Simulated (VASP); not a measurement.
# PbSe (Cmcm) in VASP: notebook, part 2 of 2

VASP 6.6.1.

## (3) Single point, r2SCAN

The input, POSCAR:

```
PbSe
1.0
    2.1548765900     -6.1339473500      0.0000000000
    2.1548765900      6.1339473500      0.0000000000
    0.0000000000      0.0000000000      4.4504935700
Pb Se
2 2
Direct
    0.6317607300      0.3682392700      0.7500000000
    0.3682392700      0.6317607300      0.2500000000
    0.8612899600      0.1387100400      0.7500000000
    0.1387100400      0.8612899600      0.2500000000
```

The input, INCAR.step1:

```
ALGO     = Normal         # electronic algorithm
EDIFF    = 1E-5           # SCF threshold, eV
ENCUT    = 550            # plane-wave cutoff, eV
GGA      = PE             # functional
GGA_COMPAT= False        
ISMEAR   = 0              # smearing method
LASPH    = True           # aspherical terms in the spheres
LCHARG   = False          # write CHGCAR
LREAL    = False          # projectors in reciprocal space
LWAVE    = True           # write WAVECAR
NBANDS   = 28             # bands
NELM     = 120            # most SCF steps
PREC     = Accurate       # precision mode
SIGMA    = 0.01           # smearing width, eV
```

The input, INCAR.step2:

```
ALGO     = Normal         # electronic algorithm
EDIFF    = 1E-6           # SCF threshold, eV
ENCUT    = 550            # plane-wave cutoff, eV
GGA_COMPAT= False        
ISIF     = 2              # what is computed and relaxed
ISMEAR   = 0              # smearing method
ISTART   = 1            
LASPH    = True           # aspherical terms in the spheres
LCHARG   = False          # write CHGCAR
LMIXTAU  = True         
LREAL    = False          # projectors in reciprocal space
LWAVE    = False          # write WAVECAR
METAGGA  = R2SCAN         # meta-GGA
NBANDS   = 28             # bands
NELM     = 120            # most SCF steps
PREC     = Accurate       # precision mode
SIGMA    = 0.01           # smearing width, eV
```

The input, KPOINTS:

```
k-points
0
Gamma
  4 4 4
```

Potentials or basis: VASP PAW PBE potentials, release 64 (Pb_d, Se).

Started as:

```bash
$ cat potpaw_PBE.64/Pb_d/POTCAR potpaw_PBE.64/Se/POTCAR > POTCAR
$ cp INCAR.step1 INCAR
$ mpirun -np 1 vasp_std > vasp.out
$ cp INCAR.step2 INCAR
$ mpirun -np 1 vasp_std > vasp.out
```

OUTCAR:

```text
EDIFF = 1E-6
   ENCUT = 550
   ISIF = 2
   ISMEAR = 0
   ISTART = 1
   LASPH = True
   LREAL = False
   METAGGA = R2SCAN
   NELM = 120
   PREC = Accurate

 ion  position               nearest neighbor table
   1  0.632  0.368  0.750-   3 2.82   4 3.10   4 3.10   4 3.10   4 3.10   2 3.92   2 3.92
   2  0.368  0.632  0.250-   4 2.82   3 3.10   3 3.10   3 3.10   3 3.10   1 3.92   1 3.92
   3  0.861  0.139  0.750-   1 2.82   2 3.10   2 3.10   2 3.10   2 3.10
   4  0.139  0.861  0.250-   2 2.82   1 3.10   1 3.10   1 3.10   1 3.10

  LATTYP: Found a base centered orthorhombic cell.
 ALAT       =     4.3097531800
 B/A-ratio  =     2.8465422932
 C/A-ratio  =     1.0326562530

  Lattice vectors:

 A1 = (   2.1548765900,  -6.1339473500,   0.0000000000)
 A2 = (   2.1548765900,   6.1339473500,   0.0000000000)
 A3 = (   0.0000000000,   0.0000000000,   4.4504935700)

Analysis of symmetry for initial positions (statically):
=====================================================================
 Subroutine PRICEL returns:
 Original cell was already a primitive cell.

 Routine SETGRP: Setting up the symmetry group for a
 base centered orthorhombic supercell.

 Subroutine GETGRP returns: Found  8 space group operations
 (whereof  4 operations were pure point group operations)
 out of a pool of  8 trial point group operations.

The static configuration has the point symmetry C_2h.
 The point group associated with its full space group is D_2h.

Analysis of symmetry for dynamics (positions and initial velocities):
=====================================================================
 Subroutine PRICEL returns:
 Original cell was already a primitive cell.

 Routine SETGRP: Setting up the symmetry group for a
 base centered orthorhombic supercell.

 Subroutine GETGRP returns: Found  8 space group operations
 (whereof  4 operations were pure point group operations)
 out of a pool of  8 trial point group operations.
[... 119 lines left out ...]
   IALGO  =     38    algorithm
   IMIX   =      4    mixing-type and parameters
     AMIX     =   0.40;   BMIX     =  1.00
     AMIX_MAG =   1.60;   BMIX_MAG =  1.00
  volume/ion in A,a.u.               =      29.41       198.49
  Fermi-wavevector in a.u.,A,eV,Ry     =   1.142601  2.159203 17.762912  1.305537
  Thomas-Fermi vector in A             =   2.279299
   LORBIT       =      0    0 simple, 1 ext, 2 COOP (PROOUT), +10 PAW based schemes
   METAGGA = R2SCAN    functional components
   LHFCALC =     F    Hartree Fock is set to
   AEXX    =    0.0000 exact exchange contribution
   IVDW    =     0    specifies the selected vdW correction
   LEPSILON=     F    determine dielectric tensor
   LRPA    =     F    only Hartree local field effects (RPA)
 non-spin polarized calculation
 Gauss-broadening in eV      SIGMA  =   0.01
  energy-cutoff  :      550.00
  volume of cell :      117.65
 maximum number of plane-waves:      3472
 NGX is ok and might be reduce to    50
   NGX = 25   NGY = 25   NGZ = 17

 number of electron      40.0000000 magnetization

 Free energy of the ion-electron system (eV)
  ---------------------------------------------------
  ext. energy  EPLUGINS =         0.00000000
  ---------------------------------------------------
  free energy    TOTEN  =      -143.73055451 eV

  energy without entropy =     -143.73055451  energy(sigma->0) =     -143.73055451

 E-fermi :   4.1129     XC(G=0):  -9.9348

 val. band max:        4.0268884849   @ k =   0.0000   0.0000   0.5000
 cond. band min:       5.4667782648   @ k =   0.5000   0.5000   0.0000
 fundamental gap:      1.4398897798
 Fermi energy:         4.1129155789

 k-point     1 :       0.0000    0.0000    0.0000
  band No.  band energies     occupation
      1     -13.0054      2.00000
      2     -12.9173      2.00000
      3     -12.9122      2.00000
      4     -12.9047      2.00000
      5     -12.8905      2.00000
      6     -12.8829      2.00000
[... 640 lines left out ...]
     27      12.8413      0.00000
     28      12.8413      0.00000

------------------------ aborting loop because EDIFF is reached ----------------------------------------

  FORCE on cell =-STRESS in cart. coord.  units (eV):
  Direction    XX          YY          ZZ          XY          YZ          ZX
  --------------------------------------------------------------------------------------
  -------------------------------------------------------------------------------------
  Total        0.0590337     -0.2772693      0.0152119      0.0000000      0.0000000      0.0000000
  in kB        0.8039140     -3.7758244      0.2071543      0.0000000      0.0000000      0.0000000
  external PRESSURE =      -0.9215854 kB  Pullay stress =       0.0000000 kB

 VOLUME and BASIS-vectors are now :
 -----------------------------------------------------------------------------
  energy-cutoff  :      550.00
  volume of cell :      117.65
      direct lattice vectors                 reciprocal lattice vectors
     2.154876590 -6.133947350  0.000000000     0.232031849 -0.081513579  0.000000000
     2.154876590  6.133947350  0.000000000     0.232031849  0.081513579  0.000000000
     0.000000000  0.000000000  4.450493570     0.000000000  0.000000000  0.224694179

 POSITION                                       TOTAL-FORCE (eV/Angst)
 -----------------------------------------------------------------------------------
      2.15488     -1.61643      3.33787         0.000000     -0.009580      0.000000
      2.15488      1.61643      1.11262         0.000000      0.009580     -0.000000
      2.15488     -4.43227      3.33787         0.000000      0.063856     -0.000000
      2.15488      4.43227      1.11262         0.000000     -0.063856      0.000000
 -----------------------------------------------------------------------------------
    total drift:                               -0.000000     -0.000000     -0.000000

  FREE ENERGIE OF THE ION-ELECTRON SYSTEM (eV)
  ---------------------------------------------------
  free  energy   TOTEN  =      -143.7305545142 eV

  energy  without entropy=     -143.7305545142  energy(sigma->0) =     -143.73055451
```

OUTCAR.step1:

```text
EDIFF = 1E-5
   ENCUT = 550
   GGA = PE
   ISMEAR = 0
[... 878 lines left out ...]
      2.15488     -1.61643      3.33787         0.000000      0.084890      0.000000
      2.15488      1.61643      1.11262         0.000000     -0.084890      0.000000
      2.15488     -4.43227      3.33787         0.000000     -0.082298     -0.000000
      2.15488      4.43227      1.11262         0.000000      0.082298     -0.000000
 -----------------------------------------------------------------------------------
    total drift:                               -0.000000     -0.000000     -0.000000

  FREE ENERGIE OF THE ION-ELECTRON SYSTEM (eV)
  ---------------------------------------------------
  free  energy   TOTEN  =       -16.1992833761 eV

  energy  without entropy=      -16.1992833761  energy(sigma->0) =      -16.19928338
```

It took 4.9 min on 1 thread of Intel Xeon 6975P-C, shared host; peak memory 0.35 GiB.

What came out:

```yaml
Free_energy: -143.7306 eV
Pressure: -0.1 GPa
Largest_force: 0.064 eV/Å
Band_gap_on_the_k_mesh: 1.44 eV, indirect (least direct gap 1.73 eV)
```

Forces in eV/Å, atoms in the order of the input:
```
Pb   0.000 -0.010  0.000
Pb   0.000  0.010  0.000
Se   0.000  0.064  0.000
Se   0.000 -0.064  0.000
```

Levels at points of the mesh, in eV from the valence-band top:
| k point | band 18 | band 19 | band 20 | band 21 | band 22 | band 23 |
| --- | --- | --- | --- | --- | --- | --- |
| (0.00, 0.00, 0.00) | -1.59 | -1.35 | -0.42 | 4.88 | 4.92 | 5.07 |
| (0.50, 0.00, 0.00) | -0.96 | -0.43 | -0.18 | 1.91 | 1.95 | 2.16 |
| (0.50, 0.50, 0.00) | -1.77 | -1.15 | -0.56 | 1.44 | 4.67 | 4.90 |
| (0.00, 0.00, 0.50) | -0.93 | 0.00 | 0.00 | 1.91 | 1.91 | 2.69 |
| (0.50, 0.00, 0.50) | -3.09 | -1.32 | -1.32 | 3.55 | 3.55 | 5.88 |
| (0.50, 0.50, 0.50) | -1.04 | -0.30 | -0.30 | 1.69 | 1.69 | 3.14 |

Caveat: the PAW data sets were made with another functional, which shifts forces and pressure a little; spin-orbit coupling is left out, which moves the levels of the heavy elements. A k mesh can miss the band edges.
